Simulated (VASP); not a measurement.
# NaF (P6_3/mmc) in VASP: settings compared

NaF is run at these levels: LDA, r2SCAN; tasks: single point.

Everything below comes from runs of VASP 6.6.1. Logs are shortened: lines on timing, memory, paths and dates and some standing lists are left out, and cuts for length are marked.

**1. The cell of the first run**

It takes space group P6_3/mmc (No. 194, hexagonal). Conventional cell: a = 3.178 Å, b = 3.178 Å, c = 5.568 Å, α = 90.00°, β = 90.00°, γ = 120.00°. Na (site symmetry -3m) has 6 F at 2.30 Å and 2 Na at 2.78 Å within 3.0 Å. Within 3.0 Å of F (site symmetry -6m2) lie 6 Na at 2.30 Å.

**2. Single point, LDA**

File INCAR:

```
SYSTEM = NaF
PREC     = Accurate       ! precision mode
ENCUT    = 520            ! plane-wave cutoff, eV
EDIFF    = 1E-7           ! SCF threshold, eV
ISMEAR   = 0              ! smearing method
SIGMA    = 0.01           ! smearing width, eV
LREAL    = .False.        ! projectors in reciprocal space
LASPH    = .True.         ! aspherical terms in the spheres
NELM     = 100            ! most SCF steps
ALGO     = Normal         ! electronic algorithm
ISIF     = 2              ! what is computed and relaxed
LWAVE    = .False.        ! write WAVECAR
LCHARG   = .False.        ! write CHGCAR
NBANDS   = 22             ! bands
```

File KPOINTS:

```
regular mesh
0
Gamma
  6 6 2
  0 0 0
```

File POSCAR:

```
NaF
1.0
    3.1775543222      0.0000000000      0.0000000000
   -1.5887771611      2.7518427650      0.0000000000
    0.0000000000      0.0000000000      5.5676310468
Na F
2 2
Direct
    0.0000000000      0.0000000000      0.0000000000
    0.0000000000      0.0000000000      0.5000000000
    0.3333333333      0.6666666667      0.2500000000
    0.6666666667      0.3333333333      0.7500000000
```

Potentials or basis: VASP PAW LDA potentials, release 64 (Na_pv, F).

On the command line:

```bash
> cat potpaw_LDA.64/Na_pv/POTCAR potpaw_LDA.64/F/POTCAR > POTCAR
> mpirun -np 1 vasp_std > vasp.out
```

OUTCAR:

```text
SYSTEM = NaF
   PREC = Accurate
   ENCUT = 520
   EDIFF = 1E-7
   ISMEAR = 0
   LREAL = .False.
   LASPH = .True.
   NELM = 100
   ISIF = 2

 ion  position               nearest neighbor table
   1  0.000  0.000  0.000-   3 2.30   4 2.30   4 2.30   3 2.30   4 2.30   3 2.30   2 2.78   2 2.78

   2  0.000  0.000  0.500-   3 2.30   4 2.30   4 2.30   3 2.30   4 2.30   3 2.30   1 2.78   1 2.78

   3  0.333  0.667  0.250-   1 2.30   2 2.30   1 2.30   2 2.30   1 2.30   2 2.30
   4  0.667  0.333  0.750-   1 2.30   2 2.30   1 2.30   2 2.30   1 2.30   2 2.30

  LATTYP: Found a hexagonal cell.
 ALAT       =     3.1775543222
 C/A-ratio  =     1.7521749378

  Lattice vectors:

 A1 = (   3.1775543222,   0.0000000000,   0.0000000000)
 A2 = (  -1.5887771611,   2.7518427650,   0.0000000000)
 A3 = (   0.0000000000,   0.0000000000,   5.5676310468)

Analysis of symmetry for initial positions (statically):
=====================================================================
 Subroutine PRICEL returns:
 Original cell was already a primitive cell.

 Routine SETGRP: Setting up the symmetry group for a
 hexagonal supercell.

 Subroutine GETGRP returns: Found 24 space group operations
 (whereof 12 operations were pure point group operations)
 out of a pool of 24 trial point group operations.

The static configuration has the point symmetry D_3d.
 The point group associated with its full space group is D_6h.

Analysis of symmetry for dynamics (positions and initial velocities):
=====================================================================
 Subroutine PRICEL returns:
 Original cell was already a primitive cell.

 Routine SETGRP: Setting up the symmetry group for a
 hexagonal supercell.

 Subroutine GETGRP returns: Found 24 space group operations
 (whereof 12 operations were pure point group operations)
 out of a pool of 24 trial point group operations.

The dynamic configuration has the point symmetry D_3d.
 The point group associated with its full space group is D_6h.

 Subroutine INISYM returns: Found 24 space group operations
 (whereof 12 operations are pure point group operations),
 and found     1 'primitive' translations

----------------------------------------------------------------------------------------

                                     Primitive cell

  volume of cell :      48.6841

  direct lattice vectors                    reciprocal lattice vectors
     3.177554322  0.000000000  0.000000000     0.314707444  0.181696428  0.000000000
    -1.588777161  2.751842765  0.000000000     0.000000000  0.363392855  0.000000000
     0.000000000  0.000000000  5.567631047     0.000000000  0.000000000  0.179609603

  length of vectors
     3.177554322  3.177554322  5.567631047     0.363392855  0.363392855  0.179609603

  position of ions in fractional coordinates (direct lattice)
     0.000000000  0.000000000  0.000000000
     0.000000000  0.000000000  0.500000000
     0.333333333  0.666666667  0.250000000
     0.666666667  0.333333333  0.750000000

  ion indices of the primitive-cell ions
   primitive index   ion index
                 1           1
                 2           2
                 3           3
                 4           4

----------------------------------------------------------------------------------------

 KPOINTS: regular mesh

Automatic generation of k-mesh.
 Grid dimensions read from file:
 generate k-points for:    6    6    2

 Generating k-lattice:

  Cartesian coordinates                     Fractional coordinates (reciprocal lattice)
     0.052451241  0.030282738  0.000000000     0.166666667  0.000000000  0.000000000
     0.000000000  0.060565476  0.000000000     0.000000000  0.166666667  0.000000000
     0.000000000  0.000000000  0.089804801     0.000000000  0.000000000  0.500000000

  Length of vectors
     0.060565476  0.060565476  0.089804801

  Shift w.r.t. Gamma in fractional coordinates (k-lattice)
     0.000000000  0.000000000  0.000000000

 Subroutine IBZKPT returns following result:
 ===========================================

 Found     14 irreducible k-points:

 Following reciprocal coordinates:
            Coordinates               Weight
  0.000000  0.000000  0.000000      1.000000
  0.166667  0.000000  0.000000      6.000000
  0.333333  0.000000  0.000000      6.000000
  0.500000  0.000000  0.000000      3.000000
  0.166667  0.166667  0.000000      6.000000
  0.333333  0.166667  0.000000     12.000000
  0.333333  0.333333  0.000000      2.000000
  0.000000  0.000000  0.500000      1.000000
  0.166667  0.000000  0.500000      6.000000
  0.333333  0.000000  0.500000      6.000000
  0.500000  0.000000  0.500000      3.000000
  0.166667  0.166667  0.500000      6.000000
  0.333333  0.166667  0.500000     12.000000
  0.333333  0.333333  0.500000      2.000000
   k-points           NKPTS =     14   k-points in BZ     NKDIM =     14   number of bands    NBANDS=     22
   number of dos      NEDOS =    301   number of ions     NIONS =      4
   total plane-waves  NPLWV =  24192
   dimension x,y,z NGX =    24 NGY =   24 NGZ =   42
   dimension x,y,z NGXF=    48 NGYF=   48 NGZF=   84
   ions per type =               2   2
   NGX,Y,Z   is equivalent  to a cutoff of  12.56, 12.56, 12.54 a.u.
   NGXF,Y,Z  is equivalent  to a cutoff of  25.11, 25.11, 25.08 a.u.
 SYSTEM =  NaF
   PREC   = accura    normal or accurate (medium, high low for compatibility)
   ISTART =      0    job   : 0-new  1-cont  2-samecut
   ICHARG =      2    charge: 1-file 2-atom 10-const
   ISPIN  =      1    spin polarized calculation?
   LNONCOLLINEAR =      F non collinear calculations
   LSORBIT =      F    spin-orbit coupling
   LASPH  =      T    aspherical Exc in radial PAW
   ENCUT  =  520.0 eV  38.22 Ry    6.18 a.u.   5.91  5.91 10.35*2*pi/ulx,y,z
   NELM   =    100;   NELMIN=  2; NELMDL= -5     # of ELM steps
   EDIFF  = 0.1E-06   stopping-criterion for ELM
   LREAL  =      F    real-space projection
   EDIFFG = 0.1E-05   stopping-criterion for IOM
   NSW    =      0    number of steps for IOM
   IBRION =     -1    ionic relax: 0-MD 1-quasi-New 2-CG
   NFREE  =      0    steps in history (QN), initial steepest desc. (CG)
   ISIF   =      2    stress and relaxation
   ISYM   =      2    0-nonsym 1-usesym 2-fastsym
   POTIM  = 0.5000    time-step for ionic-motion
   TEBEG  =    0.0;   TEEND  =   0.0 temperature during run
   PSTRESS=    0.0 pullay stress
   NELECT =      28.0000    total number of electrons
   NUPDOWN=      -1.0000    fix difference up-down
   EMIN   =  10.00;   EMAX   =-10.00  energy-range for DOS
   EFERMI =   0.00;   METHOD = LEGACY
   ISMEAR =     0;   SIGMA  =   0.01  broadening in eV -4-tet -1-fermi 0-gaus
   EFERMI_NEDOS =   21; number of points for ismear=-14 and -15
   IALGO  =     38    algorithm
   IMIX   =      4    mixing-type and parameters
     AMIX     =   0.40;   BMIX     =  1.00
     AMIX_MAG =   1.60;   BMIX_MAG =  1.00
  volume/ion in A,a.u.               =      12.17        82.13
  Fermi-wavevector in a.u.,A,eV,Ry     =   1.361440  2.572748 25.218654  1.853519
  Thomas-Fermi vector in A             =   2.488016
   LORBIT       =      0    0 simple, 1 ext, 2 COOP (PROOUT), +10 PAW based schemes
   GGA     = CA    functional components
   LHFCALC =     F    Hartree Fock is set to
   AEXX    =    0.0000 exact exchange contribution
   IVDW    =     0    specifies the selected vdW correction
   LEPSILON=     F    determine dielectric tensor
   LRPA    =     F    only Hartree local field effects (RPA)
 non-spin polarized calculation
 Gauss-broadening in eV      SIGMA  =   0.01
  energy-cutoff  :      520.00
  volume of cell :       48.68
 maximum number of plane-waves:      1325
 NGX is ok and might be reduce to    24
   NGX = 11   NGY = 11   NGZ = 21

 number of electron      27.9999986 magnetization

 Free energy of the ion-electron system (eV)
  ---------------------------------------------------
  ext. energy  EPLUGINS =         0.00000000
  ---------------------------------------------------
  free energy    TOTEN  =       -18.45709166 eV

  energy without entropy =      -18.45709166  energy(sigma->0) =      -18.45709166

 E-fermi :  -2.2731     XC(G=0): -10.0497

 val. band max:       -2.3178806420   @ k =   0.0000   0.0000   0.0000
 cond. band min:       3.6731132284   @ k =   0.0000   0.0000   0.0000
 fundamental gap:      5.9909938704
 Fermi energy:        -2.2731028108

 k-point     1 :       0.0000    0.0000    0.0000
  band No.  band energies     occupation
      1     -22.1603      2.00000
      2     -21.2669      2.00000
      3     -21.2669      2.00000
      4     -21.2300      2.00000
      5     -21.2300      2.00000
      6     -21.2030      2.00000
[... 14 lines left out ...]
     21      18.3569      0.00000
     22      18.3569      0.00000

 k-point     2 :       0.1667    0.0000    0.0000
  band No.  band energies     occupation
      1     -22.0548      2.00000
      2     -21.6219      2.00000
      3     -21.2769      2.00000
      4     -21.2682      2.00000
      5     -21.2378      2.00000
      6     -21.1976      2.00000
[... 14 lines left out ...]
     21      17.4818      0.00000
     22      17.7097      0.00000

 k-point     3 :       0.3333    0.0000    0.0000
  band No.  band energies     occupation
      1     -21.9632      2.00000
      2     -21.6919      2.00000
      3     -21.3432      2.00000
      4     -21.2967      2.00000
      5     -21.2534      2.00000
      6     -21.1867      2.00000
[... 14 lines left out ...]
     21      17.6747      0.00000
     22      17.6887      0.00000
[... 226 lines left out ...]
 k-point    13 :       0.3333    0.1667    0.5000
  band No.  band energies     occupation
      1     -21.7696      2.00000
      2     -21.7696      2.00000
      3     -21.3427      2.00000
      4     -21.3427      2.00000
      5     -21.3140      2.00000
      6     -21.3140      2.00000
[... 14 lines left out ...]
     21      16.9652      0.00000
     22      16.9652      0.00000

 k-point    14 :       0.3333    0.3333    0.5000
  band No.  band energies     occupation
      1     -21.7430      2.00000
      2     -21.7430      2.00000
      3     -21.3614      2.00000
      4     -21.3614      2.00000
      5     -21.3314      2.00000
      6     -21.3314      2.00000
[... 14 lines left out ...]
     21      17.3386      0.00000
     22      17.3386      0.00000

------------------------ aborting loop because EDIFF is reached ----------------------------------------

  FORCE on cell =-STRESS in cart. coord.  units (eV):
  Direction    XX          YY          ZZ          XY          YZ          ZX
  --------------------------------------------------------------------------------------
  -------------------------------------------------------------------------------------
  Total       -0.9633406     -0.9633406     -0.9849622      0.0000000      0.0000000      0.0000000
  in kB      -31.7032224    -31.7032224    -32.4147826      0.0000000      0.0000000      0.0000000
  external PRESSURE =     -31.9404091 kB  Pullay stress =       0.0000000 kB

 VOLUME and BASIS-vectors are now :
 -----------------------------------------------------------------------------
  energy-cutoff  :      520.00
  volume of cell :       48.68
      direct lattice vectors                 reciprocal lattice vectors
     3.177554322  0.000000000  0.000000000     0.314707444  0.181696428  0.000000000
    -1.588777161  2.751842765  0.000000000     0.000000000  0.363392855  0.000000000
     0.000000000  0.000000000  5.567631047     0.000000000  0.000000000  0.179609603

 POSITION                                       TOTAL-FORCE (eV/Angst)
 -----------------------------------------------------------------------------------
      0.00000      0.00000      0.00000        -0.000000      0.000000      0.000000
      0.00000      0.00000      2.78382        -0.000000      0.000000      0.000000
     -0.00000      1.83456      1.39191         0.000000     -0.000000     -0.000000
      1.58878      0.91728      4.17572        -0.000000      0.000000      0.000000
 -----------------------------------------------------------------------------------
    total drift:                               -0.000000      0.000000     -0.000000

  FREE ENERGIE OF THE ION-ELECTRON SYSTEM (eV)
  ---------------------------------------------------
  free  energy   TOTEN  =       -18.4570916590 eV

  energy  without entropy=      -18.4570916590  energy(sigma->0) =      -18.45709166
```

Run time: 7.6 s. Hardware: 1 thread of Intel Xeon Platinum 8375C at 2.90GHz (Ice Lake), shared host; peak memory 0.14 GiB.

Results:

* Free energy: -18.4571 eV
* Pressure: -3.2 GPa
* Band gap on the k mesh: 5.99 eV

Caveat: the k points lie up to 0.56 Å⁻¹ apart.

**3. Single point, r2SCAN**

POSCAR is that of step 2.

File INCAR.step1:

```
SYSTEM = NaF
PREC = Accurate ; ENCUT = 520
ISMEAR = 0 ; SIGMA = 0.01
LREAL = .False. ; LASPH = .True.
NELM = 100 ; NBANDS = 22
GGA = PE ; ALGO = Normal
EDIFF = 1E-4 ; LWAVE = .True.
LCHARG = .False.
```

File INCAR.step2:

```
SYSTEM = NaF
PREC = Accurate ; ENCUT = 520
EDIFF = 1E-7 ; ISMEAR = 0
SIGMA = 0.01 ; LREAL = .False.
LASPH = .True. ; NELM = 100
ALGO = Normal ; ISIF = 2
LWAVE = .False. ; LCHARG = .False.
METAGGA = R2SCAN ; LMIXTAU = .True.
NBANDS = 22 ; ISTART = 1
```

File KPOINTS:

```
regular mesh
0
Gamma
  6 6 4
  0 0 0
```

Potentials or basis: VASP PAW PBE potentials, release 64 (Na_pv, F).

On the command line:

```bash
> cat potpaw_PBE.64/Na_pv/POTCAR potpaw_PBE.64/F/POTCAR > POTCAR
> cp INCAR.step1 INCAR
> mpirun -np 1 vasp_std > vasp.out
> cp INCAR.step2 INCAR
> mpirun -np 1 vasp_std > vasp.out
```

It took 57 s on 1 thread of Intel Xeon Platinum 8375C at 2.90GHz (Ice Lake), shared host; peak memory 0.17 GiB.

The run converged. Its results:

```
Free energy            : -25.0250 eV
Pressure               : -0.5 GPa
Band gap on the k mesh : 7.22 eV
```

Stress tensor (GPa, compression positive):
```
-0.47  0.00  0.00
 0.00 -0.47  0.00
 0.00  0.00 -0.64
```

Levels at points of the mesh, in eV from the valence-band top:
| k point | band 11 | band 12 | band 13 | band 14 | band 15 | band 16 | band 17 | band 18 |
| --- | --- | --- | --- | --- | --- | --- | --- | --- |
| (0.00, 0.00, 0.00) | -0.22 | -0.21 | 0.00 | 0.00 | 7.22 | 11.72 | 13.05 | 17.82 |
| (0.50, 0.00, 0.00) | -0.81 | -0.58 | -0.39 | -0.31 | 11.70 | 13.28 | 14.64 | 15.20 |
| (0.00, 0.00, 0.50) | -0.11 | -0.11 | -0.11 | -0.11 | 9.00 | 9.00 | 15.73 | 15.73 |
| (0.50, 0.00, 0.50) | -0.54 | -0.54 | -0.35 | -0.35 | 12.75 | 12.75 | 13.97 | 13.97 |

Caveat: the PAW data sets were made with another functional, which shifts forces and pressure a little.
